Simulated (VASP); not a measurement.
Write the native input for VASP 6.6.1 that does the following.

* Task: single point
* Functional: r2SCAN
* Potentials or basis: VASP PAW PBE potentials, release 64 (Hf_pv, Ru_pv, O)
* Cutoff: 520 eV
* k mesh: 5 × 5 × 5
* Occupations: tetrahedron
* Spin: no spin polarisation
* Dipole correction: no
* Further INCAR settings: ALGO = Normal; EDIFF = 1e-07; NBANDS = 38; ISYM = 0

Hf2RuO4:

```
Hf Ru O
1.0
     0.00000    3.54142    0.00000
     3.54142    0.00000    0.00000
     1.77071    1.77071   -5.81027
Hf Ru O
2 1 4
Direct
  0.35380 0.35380 0.29240
  0.64620 0.64620 0.70760
  0.00000 0.00000 0.00000
  0.50000 0.00000 0.00000
  0.00000 0.50000 0.00000
  0.16300 0.16300 0.67400
  0.83700 0.83700 0.32600
```

One way to write it, as run:

POSCAR

```
Hf2RuO4
1.0
    0.0000000000      3.5414209200      0.0000000000
    3.5414209200      0.0000000000      0.0000000000
    1.7707104600      1.7707104600     -5.8102732000
Hf Ru O
2 1 4
Direct
    0.3538000000      0.3538000000      0.2924000000
    0.6462000000      0.6462000000      0.7076000000
    0.0000000000      0.0000000000      0.0000000000
    0.5000000000      0.0000000000      0.0000000000
    0.0000000000      0.5000000000      0.0000000000
    0.1630000000      0.1630000000      0.6740000000
    0.8370000000      0.8370000000      0.3260000000
```

INCAR.step1

```
SYSTEM = Hf2RuO4
ALGO = Normal
EDIFF = 1E-4
ENCUT = 520
GGA = PE
ISMEAR = -5
ISYM = 0
LASPH = .TRUE.
LCHARG = .FALSE.
LREAL = .FALSE.
LWAVE = .TRUE.
NBANDS = 38
NELM = 80
PREC = Accurate
SIGMA = 0.1
```

INCAR.step2

```
SYSTEM = Hf2RuO4
ALGO = Normal
EDIFF = 1E-7
ENCUT = 520
ISIF = 2
ISMEAR = -5
ISTART = 1
ISYM = 0
LASPH = .TRUE.
LCHARG = .TRUE.
LELF = .TRUE.
LMIXTAU = .TRUE.
LREAL = .FALSE.
LVHAR = .TRUE.
LWAVE = .FALSE.
METAGGA = R2SCAN
NBANDS = 38
NELM = 80
PREC = Accurate
SIGMA = 0.1
```

KPOINTS

```
k-points
0
G
  5 5 5
  0 0 0
```

Potentials or basis: VASP PAW PBE potentials, release 64 (Hf_pv, Ru_pv, O).

Launch:

```bash
$ cat potpaw_PBE.64/Hf_pv/POTCAR potpaw_PBE.64/Ru_pv/POTCAR potpaw_PBE.64/O/POTCAR > POTCAR
$ cp INCAR.step1 INCAR
$ mpirun -np 1 vasp_std > vasp.out
$ cp INCAR.step2 INCAR
$ mpirun -np 1 vasp_std > vasp.out
```

It gave:

```yaml
Pressure: 43.8 GPa
Largest_force: 3.736 eV/Å
Band_gap_on_the_k_mesh: zero (bands 29 and 30 overlap by 2.21 eV)
```

Caveat: the k points lie up to 0.37 Å⁻¹ apart, too coarse for converged energies and pressures of a metal; the PAW data sets were made with another functional, which shifts forces and pressure a little; spin-orbit coupling is left out, which moves the levels of the heavy elements; tetrahedron occupations give inexact forces and stress in metals.

Run time: 12 min on 1 thread of Intel(R) Xeon(R) Platinum 8259CL CPU @ 2.50GHz (Skylake/Cascade Lake), with other jobs on the host, peak memory 0.3 GiB.
